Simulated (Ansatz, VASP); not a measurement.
## Mn in VASP and in Ansatz

INCAR

```
  ALGO = Normal
  EDIFF = 1E-6
  ENCUT = 520
  GGA = CA
  ISIF = 2
  ISMEAR = -1
  LASPH = T
  LCHARG = F
  LREAL = F
  LWAVE = F
  NBANDS = 12
  NELM = 100
  PREC = Accurate
  SIGMA = 0.1
```

The input KPOINTS:

```
k-points
0
Gamma
  16 16 16
```

POSCAR

```
Mn
1.0
    2.3156285076      0.0000000000      0.0000000000
    0.0000000000      2.3156285076      0.0000000000
    0.0000000000      0.0000000000      2.3156285076
Mn
1
Direct
    0.0000000000      0.0000000000      0.0000000000
```

Input for Ansatz:

```yaml
crystal:
  lattice:
    - [2.3156285076, 0.0, 0.0]
    - [0.0, 2.3156285076, 0.0]
    - [0.0, 0.0, 2.3156285076]
  atoms:
    - { symbol: Mn, position: [0.0, 0.0, 0.0] }
hamiltonian:
  xc: lda
  pseudopotentials:
    kind: paw
    azcp:
      Mn: "pseudopotentials/Mn.paw.azcp"
basis:
  ecutwfc: 420
  fft_grid_basis: typed
kpoints:
  mp_grid: { grid: [16, 16, 16], shift: [0, 0, 0] }
magnetization:
  spin_polarized: false
scf:
  occupations: { method: fermi_dirac, width: 0.1 }
  lower_state_search: "off"
output:
  stress: true
```

Alike in both runs: task single point; functional LDA; k mesh 16 × 16 × 16; occupations fermi-dirac, width 0.1 eV; no spin polarisation.

|  | VASP | Ansatz |
| --- | --- | --- |
| version | VASP 6.6.1 | Ansatz 0.2.0 |
| potentials or method | VASP PAW LDA potentials, release 64 (Mn_pv), cutoff 520 eV | plane waves (420 eV) with PAW, scalar-relativistic |
| valence electrons in the cell | 13 | 15 |

Ansatz gave:

| Property | Result |
| --- | --- |
| pressure (GPa) | -22.4 |

**Question.** What did VASP give for the same quantities?

**Answer.** Pressure (GPa): -22.0.

Ansatz warns that its potentials were made for another functional, while VASP's fit it. LDA's correlation is that of Perdew and Zunger in VASP and of Perdew and Wang (1992) in Ansatz. VASP's potentials hold 13 valence electrons a cell and Ansatz's 15, so a difference there can come from the potentials and not from the codes.
